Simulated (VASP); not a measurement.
# Al4Co (P-43m) in VASP: relaxation of cell and atoms with PBE

Aim: the relaxation of cell and atoms of Al4Co with PBE.

Program: VASP 6.6.1. These are calculated values, not measurements. Logs are shortened: lines on timing, memory, paths and dates and some standing lists are left out, and cuts for length are marked.

### Step 1. The cell of the first run

It takes space group P-43m (No. 215, cubic). The conventional cell has a = 4.473 Å, b = 4.473 Å, c = 4.473 Å, α = 90.00°, β = 90.00°, γ = 90.00°. Within 2.5 Å of Al (site symmetry 3m) lie 1 Co at 1.89 Å. Within 2.5 Å of Co (site symmetry -43m) lie 4 Al at 1.89 Å.

The cell was generated, and may not be a known phase.

### Step 2. Relaxation of cell and atoms, PBE, collinear spin, ferromagnetic start

File INCAR:

```
PREC = Accurate
ENCUT = 600
EDIFF = 1E-6
ISMEAR = 0
SIGMA = 0.2
LREAL = F
LASPH = T
NELM = 150
ALGO = Normal
ISIF = 3
LWAVE = F
LCHARG = F
ISPIN = 2
MAGMOM = 0 0 0 0 3
LORBIT = 11
LMAXMIX = 4
GGA = PE
IBRION = 2
NSW = 36
EDIFFG = -0.08
```

File KPOINTS:

```
Automatic mesh
0
Gamma
  4 4 4
```

File POSCAR:

```
Al4Co
1.0
    4.4733391300      0.0000000000      0.0000000000
    0.0000000000      4.4733391300      0.0000000000
    0.0000000000      0.0000000000      4.4733391300
Al Co
4 1
Direct
    0.2437810800      0.7562189200      0.7562189200
    0.7562189200      0.2437810800      0.7562189200
    0.7562189200      0.7562189200      0.2437810800
    0.2437810800      0.2437810800      0.2437810800
    0.0000000000      0.0000000000      0.0000000000
```

Potentials or basis: VASP PAW PBE potentials, release 64 (Al, Co).

Run with:

```console
$ cat potpaw_PBE.64/Al/POTCAR potpaw_PBE.64/Co/POTCAR > POTCAR
$ mpirun -np 1 vasp_std > vasp.out
```

OUTCAR:

```text
PREC = Accurate
   ENCUT = 600
   EDIFF = 1E-6
   ISMEAR = 0
   LREAL = F
   LASPH = T
   NELM = 150
   ISIF = 3
   ISPIN = 2
   LORBIT = 11
   GGA = PE
   IBRION = 2
   NSW = 36
   EDIFFG = -0.08

 ion  position               nearest neighbor table
   1  0.244  0.756  0.756-   5 1.89   3 3.08   4 3.08   2 3.08   2 3.16   3 3.16   3 3.16   4 3.16
                             2 3.16   4 3.16   3 3.24   2 3.24   4 3.24
   2  0.756  0.244  0.756-   5 1.89   3 3.08   4 3.08   1 3.08   1 3.16   3 3.16   3 3.16   4 3.16
                             1 3.16   4 3.16   3 3.24   1 3.24   4 3.24
   3  0.756  0.756  0.244-   5 1.89   2 3.08   4 3.08   1 3.08   1 3.16   2 3.16   2 3.16   4 3.16
                             1 3.16   4 3.16   2 3.24   1 3.24   4 3.24
   4  0.244  0.244  0.244-   5 1.89   2 3.08   3 3.08   1 3.08   1 3.16   2 3.16   2 3.16   3 3.16
                             1 3.16   3 3.16   1 3.24   3 3.24   2 3.24
   5  0.000  0.000  0.000-   1 1.89   2 1.89   3 1.89   4 1.89

  LATTYP: Found a simple cubic cell.
 ALAT       =     4.4733391300

  Lattice vectors:

 A1 = (   4.4733391300,   0.0000000000,   0.0000000000)
 A2 = (   0.0000000000,   4.4733391300,   0.0000000000)
 A3 = (   0.0000000000,   0.0000000000,   4.4733391300)

Analysis of symmetry for initial positions (statically):
=====================================================================
 Subroutine PRICEL returns:
 Original cell was already a primitive cell.

 Routine SETGRP: Setting up the symmetry group for a
 simple cubic supercell.

 Subroutine GETGRP returns: Found 24 space group operations
 (whereof 24 operations were pure point group operations)
 out of a pool of 48 trial point group operations.

The static configuration has the point symmetry T_d .

Analysis of symmetry for dynamics (positions and initial velocities):
=====================================================================
 Subroutine PRICEL returns:
 Original cell was already a primitive cell.

 Routine SETGRP: Setting up the symmetry group for a
 simple cubic supercell.

 Subroutine GETGRP returns: Found 24 space group operations
 (whereof 24 operations were pure point group operations)
 out of a pool of 48 trial point group operations.

The dynamic configuration has the point symmetry T_d .

Analysis of structural, dynamic, and magnetic symmetry:
=====================================================================
 Subroutine PRICEL returns:
 Original cell was already a primitive cell.

 Routine SETGRP: Setting up the symmetry group for a
 simple cubic supercell.

 Subroutine GETGRP returns: Found 24 space group operations
 (whereof 24 operations were pure point group operations)
 out of a pool of 48 trial point group operations.

[... 132 lines left out ...]

 number of electron      20.9999989 magnetization       0.0036442

 number of electron      20.9999989 magnetization      -0.0000006

 Free energy of the ion-electron system (eV)
  ---------------------------------------------------
  ext. energy  EPLUGINS =         0.00000000
  ---------------------------------------------------
  free energy    TOTEN  =       -15.62855426 eV

  energy without entropy =      -15.57218383  energy(sigma->0) =      -15.60036904

------------------------ aborting loop because EDIFF is reached ----------------------------------------

  FORCE on cell =-STRESS in cart. coord.  units (eV):
  Direction    XX          YY          ZZ          XY          YZ          ZX
  --------------------------------------------------------------------------------------
  -------------------------------------------------------------------------------------
  Total       12.8413079     12.8413079     12.8413079      0.0000000      0.0000000     -0.0000000
  in kB      229.8393431    229.8393431    229.8393431      0.0000000      0.0000000     -0.0000000
  external PRESSURE =     229.8393431 kB  Pullay stress =       0.0000000 kB
[... 28 lines left out ...]
 number of electron      21.0000000 magnetization       0.0347178

 number of electron      21.0000000 magnetization      -0.0002609

 E-fermi :   3.4074     XC(G=0):  -8.6792

 val. band max:        3.3914692532   @ k =   0.5000   0.2500   0.0000
 cond. band min:       3.4484857869   @ k =   0.2500   0.0000   0.0000
 fundamental gap:      0.0570165337
 Fermi energy:         3.4074311704

 spin component 1

 k-point     1 :       0.0000    0.0000    0.0000
  band No.  band energies     occupation
      1      -4.3365      1.00000
      2       0.8716      1.00000
      3       1.0080      1.00000
      4       1.0080      1.00000
      5       1.0080      1.00000
      6       1.6321      1.00000
[... 443 lines left out ...]
  FREE ENERGIE OF THE ION-ELECTRON SYSTEM (eV)
  ---------------------------------------------------
  free  energy   TOTEN  =       -19.2838790012 eV

  energy  without entropy=      -19.1935149613  energy(sigma->0) =      -19.23869698

[... ionic steps 4 to 7 ...]

--------------------------------------- Ionic step        8  -------------------------------------------

 number of electron      20.9999988 magnetization      -0.0000000

 number of electron      20.9999988 magnetization       0.0000001
[... 79 lines left out ...]
 number of electron      20.9999987 magnetization       0.0000001

 number of electron      20.9999987 magnetization      -0.0000001

 Free energy of the ion-electron system (eV)
  ---------------------------------------------------
  ext. energy  EPLUGINS =         0.00000000
  ---------------------------------------------------
  free energy    TOTEN  =       -20.15583186 eV

  energy without entropy =      -20.07701413  energy(sigma->0) =      -20.11642300

 E-fermi :   6.1188     XC(G=0):  -9.9164

 val. band max:        6.1089096153   @ k =   0.5000   0.0000   0.0000
 cond. band min:       6.1512774521   @ k =   0.5000   0.5000   0.2500
 fundamental gap:      0.0423678368
 Fermi energy:         6.1187627552

 spin component 1

 k-point     1 :       0.0000    0.0000    0.0000
  band No.  band energies     occupation
      1      -3.3602      1.00000
      2       3.0163      1.00000
      3       3.4045      1.00000
      4       3.4045      1.00000
      5       3.9383      1.00000
      6       3.9383      1.00000
[... 404 lines left out ...]
  FREE ENERGIE OF THE ION-ELECTRON SYSTEM (eV)
  ---------------------------------------------------
  free  energy   TOTEN  =       -20.1558318608 eV

  energy  without entropy=      -20.0770141322  energy(sigma->0) =      -20.11642300

 reached required accuracy - stopping structural energy minimisation

 total charge

# of ion       s       p       d       tot
------------------------------------------
    1        0.462   0.322   0.000   0.784
    2        0.462   0.322   0.000   0.784
    3        0.462   0.322   0.000   0.784
    4        0.462   0.322   0.000   0.784
    5        0.538   0.345   7.563   8.445
--------------------------------------------------
tot          2.387   1.632   7.563  11.583

 magnetization (x)

# of ion       s       p       d       tot
------------------------------------------
    1        0.000   0.000   0.000   0.000
    2        0.000   0.000   0.000   0.000
    3        0.000   0.000   0.000   0.000
    4        0.000   0.000   0.000   0.000
    5        0.000   0.000   0.000   0.000
--------------------------------------------------
tot          0.000   0.000   0.000   0.000
```

OSZICAR:

```text
N       E                     dE             d eps       ncg     rms          rms(c)
DAV:   1     0.773456658015E+02    0.77346E+02   -0.89260E+03   640   0.126E+03
DAV:   2    -0.128678041683E+02   -0.90213E+02   -0.85619E+02   672   0.219E+02
[... 153 lines left out ...]
DAV:   2    -0.202783731560E+02   -0.11345E+00   -0.60117E-01   816   0.123E+01    0.362E+00
DAV:   3    -0.201556233873E+02    0.12275E+00   -0.44762E-01   832   0.999E+00    0.201E-01
DAV:   4    -0.201559577638E+02   -0.33438E-03   -0.75271E-03   688   0.634E-01    0.117E-01
DAV:   5    -0.201558422405E+02    0.11552E-03   -0.34299E-04   992   0.249E-01    0.246E-02
DAV:   6    -0.201558318673E+02    0.10373E-04   -0.22165E-05   848   0.394E-02    0.509E-03
DAV:   7    -0.201558318608E+02    0.64665E-08   -0.40780E-06   704   0.227E-02
  10 F= -.20155832E+02 E0= -.20116423E+02  d E =-.125930E-02  mag=     0.0000
```

It took 5.8 min on 1 thread of Intel Xeon Platinum 8488C (Sapphire Rapids), shared host; peak memory 0.26 GiB.

What came out:

* Free energy: -20.1558 eV
* Relaxed volume: 18.07 Å³/atom
* Relaxed cell: a = 4.487 Å, b = 4.487 Å, c = 4.487 Å, α = 90.00°, β = 90.00°, γ = 90.00°
* Space group after relaxing (to 0.1 Å): P-43m (No. 215)
* Energy gained by relaxing: 905.5 meV/atom
* Ionic steps: 10
* Pressure after relaxing: -0.1 GPa
* Largest force after relaxing: 0.055 eV/Å
* Net moment: 0.00 μB per cell
* Valence electrons inside the program's atomic spheres: Al 0.78; Co 8.45

Forces on the atoms (eV/Å):
```
Al  -0.032  0.032  0.032
Al   0.032 -0.032  0.032
Al   0.032  0.032 -0.032
Al  -0.032 -0.032 -0.032
Co   0.000  0.000  0.000
```

The path:
| step | energy change (eV) | largest force (eV/Å) | pressure (GPa) | volume (Å³) |
| --- | --- | --- | --- | --- |
| 1 | 0.0000 | 7.1002 | 22.98 | 89.51 |
| 2 | -2.7719 | 0.3172 | -11.02 | 127.08 |
| 3 | -3.6553 | 0.9507 | -6.73 | 110.48 |
| 4 | -3.6587 | 1.0346 | -6.35 | 109.85 |
| 5 | -3.6588 | 1.1132 | -6.03 | 109.28 |
| 6 | -4.2415 | 0.8818 | -4.27 | 99.60 |
| 7 | -4.5226 | 0.0252 | 1.09 | 88.94 |
| 8 | -4.5257 | 0.1336 | 0.25 | 90.14 |
| 9 | -4.5260 | 0.0882 | 0.51 | 89.78 |
| 10 | -4.5273 | 0.0552 | -0.07 | 90.34 |

Final structure:
```
Al Co
1.0
     4.48706    0.00000    0.00000
     0.00000    4.48706    0.00000
     0.00000    0.00000    4.48706
Al Co
4 1
Cartesian
  1.2913 3.1958 3.1958
  3.1958 1.2913 3.1958
  3.1958 3.1958 1.2913
  1.2913 1.2913 1.2913
  0.0000 0.0000 0.0000
```

Levels at points of the mesh, in eV from the Fermi level:
Spin up:
```tsv
k point	band 7	band 8	band 9	band 10	band 11	band 12	band 13	band 14
(0.00, 0.00, 0.00)	-2.18	-0.99	-0.99	-0.99	0.25	0.25	3.64	3.64
(0.50, 0.00, 0.00)	-0.99	-0.95	-0.80	-0.01	0.31	0.31	0.68	0.68
(0.50, 0.50, 0.00)	-1.59	-1.03	-0.76	0.66	0.79	1.38	1.38	2.13
(0.50, 0.50, 0.50)	-3.06	-2.93	-0.74	-0.74	-0.47	-0.47	-0.47	7.73
```
Spin down:
```
           k point  band 7  band 8  band 9  band 10  band 11  band 12  band 13  band 14
(0.00, 0.00, 0.00)   -2.18   -0.99   -0.99    -0.99     0.25     0.25     3.64     3.64
(0.50, 0.00, 0.00)   -0.99   -0.95   -0.80    -0.01     0.31     0.31     0.68     0.68
(0.50, 0.50, 0.00)   -1.59   -1.03   -0.76     0.66     0.79     1.38     1.38     2.13
(0.50, 0.50, 0.50)   -3.06   -2.93   -0.74    -0.74    -0.47    -0.47    -0.47     7.73
```

Caveat: the moments typed at the start vanished in this run; the relaxation stopped at a loose force limit of 0.08 eV/Å, so its end isn't a converged minimum.
